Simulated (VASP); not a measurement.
Write the native input for VASP 6.6.1 that does the following.

```yaml
Task: relaxation of the atoms
Functional: LDA
Potentials_or_basis: VASP PAW LDA potentials, release 64 (C, F)
Cutoff: 520 eV
k_mesh: 1 × 1 × 1
Occupations: fermi-dirac, width 0.05 eV
Spin: no spin polarisation
Dipole_correction: no
Further_INCAR_settings: LREAL = Auto; ALGO = Normal; EDIFF = 1e-06; IBRION = 2; EDIFFG = -0.3; NSW = 35
```

The structure of CF4 lies in POSCAR:

```
CF4
1.0
    8.9958830000      0.0000000000      0.0000000000
    0.0000000000      8.9958830000      0.0000000000
    0.0000000000      0.0000000000      8.9958830000
C F
8 32
Direct
    0.3263810000      0.1228281000      0.5327312000
    0.3380457000      0.5130178000      0.9016881000
    0.8877797000      0.5129617000      0.8673295000
    0.0115138000      0.7545556000      0.4220843000
    0.6724488000      0.3608199000      0.2384594000
    0.5385818000      0.8377062000      0.2887704000
    0.1703901000      0.1188372000      0.9112598000
    0.7241219000      0.9504390000      0.7660360000
    0.4221533000      0.1940709000      0.6198252000
    0.3047161000     -0.0137726000      0.5847321000
    0.1978852000      0.1957554000      0.5308144000
    0.3807694000      0.1152589000      0.3955530000
    0.2319867000      0.6044420000      0.9488720000
    0.4179872000      0.4666492000      1.0169814000
    0.2765031000      0.3967148000      0.8344619000
    0.4257059000      0.5842650000      0.8064371000
    0.9280373000      0.6456385000      0.9184120000
    0.9810583000      0.4102438000      0.9181368000
    0.7507498000      0.4820432000      0.9131560000
    0.8912735000      0.5139214000      0.7196132000
    0.1206977000      0.8310461000      0.4858129000
    0.0667754000      0.6710677000      0.3134144000
   -0.0531749000      0.6678727000      0.5227555000
   -0.0882429000      0.8482361000      0.3663546000
    0.5456380000      0.4205575000      0.2851891000
    0.7180178000      0.2595094000      0.3358909000
    0.6512096000      0.2967109000      0.1070358000
    0.7749298000      0.4665016000      0.2257219000
    0.5246474000      0.7183571000      0.2027770000
    0.6156790000      0.8024789000      0.4098005000
    0.6094163000      0.9439674000      0.2144451000
    0.4045844000      0.8860213000      0.3280589000
    0.2608013000      0.2053674000      0.9898192000
    0.0905632000      0.0348741000      1.0029719000
    0.0799262000      0.2029070000      0.8301316000
    0.2502697000      0.0322002000      0.8221166000
    0.7564598000      1.0432995000      0.8763285000
    0.5793463000      0.9209172000      0.7673544000
    0.7605395000      1.0126059000      0.6370311000
    0.8001418000      0.8249334000      0.7834301000
```

These files were run (other wordings do the same):

INCAR

```
SYSTEM = CF4
  PREC = Accurate
  ENCUT = 520
  EDIFF = 1E-6
  ISMEAR = -1
  SIGMA = 0.05
  LREAL = Auto
  LASPH = .True.
  NELM = 100
  ALGO = Normal
  ISIF = 2
  LWAVE = .False.
  LCHARG = .False.
  IBRION = 2
  NSW = 35
  EDIFFG = -0.3
  LUSENCCL = .False.
```

KPOINTS

```
regular mesh
0
Gamma
  1 1 1
  0 0 0
```

Potentials or basis: VASP PAW LDA potentials, release 64 (C, F).

Launch:

```sh
$ cat potpaw_LDA.64/C/POTCAR potpaw_LDA.64/F/POTCAR > POTCAR
$ mpirun -np 1 vasp_gam > vasp.out
```

Results of the run:

* Energy gained by relaxing: 20.0 meV/atom
* Ionic steps: 15
* Pressure after relaxing: -0.2 GPa
* Largest force after relaxing: 0.225 eV/Å
* Band gap on the k mesh: 8.71 eV

Caveat: the k points lie up to 0.70 Å⁻¹ apart; the relaxation stopped at a loose force limit of 0.3 eV/Å, so its end isn't a converged minimum.

Run time: 3.1 min on 1 × NVIDIA H100 80GB with 1 thread of AMD EPYC 7R13 Processor (Zen 3), with other jobs on the host, peak memory 1.6 GiB.
